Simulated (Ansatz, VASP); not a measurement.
One calculation of MgO, two programs

```
Mg O
1.0
     5.63354    0.00000    0.00000
     0.00000    5.63354    0.00000
     0.00000    0.00000    5.63354
Mg O
6 6
Direct
  0.25000 0.00060 0.50000
  0.00000 0.50060 0.25000
  0.50000 0.73498 0.00000
  0.75000 0.00060 0.50000
  0.00000 0.50060 0.75000
  0.50000 0.23498 0.00000
  0.25000 0.51315 0.00000
  0.50000 0.01315 0.25000
  0.00000 0.74471 0.50000
  0.75000 0.51315 0.00000
  0.50000 0.01315 0.75000
  0.00000 0.24471 0.50000
```

Change from the starting cell: mode 14 frozen in at +0.000 Å and mode 24 at -0.085 Å (largest displacements).

Alike in both runs: task single point; functional PBE; k mesh 4 × 4 × 4; occupations gaussian, width 0.05 eV; no spin polarisation.

```csv
,VASP,Ansatz
version,VASP 6.6.1,Ansatz 0.2.0
potentials or method,"VASP PAW PBE potentials, release 64 (Mg, O), cutoff 520 eV","scalar-relativistic, plane waves, PAW"
valence electrons in the cell,48,96
```

VASP gave:

```
gap on the k mesh at the Fermi level (eV) : 2.88
least direct gap on the mesh (eV)         : 2.89
pressure (GPa)                            : 0.6
rms of the force components (eV/Å)        : 0.597
```

Q: What did Ansatz give for the same quantities?

A: gap on the k mesh at the Fermi level (eV): 2.90; least direct gap on the mesh (eV): 2.90; pressure (GPa): 0.8; rms of the force components (eV/Å): 0.589.

Atom by atom the forces differ by 0.008 eV/Å (rms over components). VASP's potentials hold 48 valence electrons a cell and Ansatz's 96, so a difference there can come from the potentials and not from the codes.
